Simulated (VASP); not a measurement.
Runs of VASP 6.6.1 on ZnCu. The structure is that of space group Pm-3m (No. 221), or close to it. The cells are those of the table. 

```tsv
cell	gap on the mesh (eV)	pressure (GPa)
a = 2.925 Å, 2 atoms	none	(a)
a = 2.885 Å, 2 atoms	none	12.3
a = 2.965 Å, 2 atoms	none	0.7
a = 2.905 Å, 2 atoms	none	(b)
a = 3.003 Å, 2 atoms	none	-3.4
a = 2.984 Å, 2 atoms	none	-1.4
```

Alike in all rows: task single point; level PBE; potentials or basis VASP PAW PBE potentials, release 64 (Zn, Cu); no spin polarisation; k mesh 8 × 8 × 8; cutoff (eV) 600; smearing fermi-dirac 0.05 eV.

**Question.** Fill in the values left out.

**Answer.** (a) 5.8; (b) 8.9.

A gap of «none» marks levels without a gap at the run's occupations.
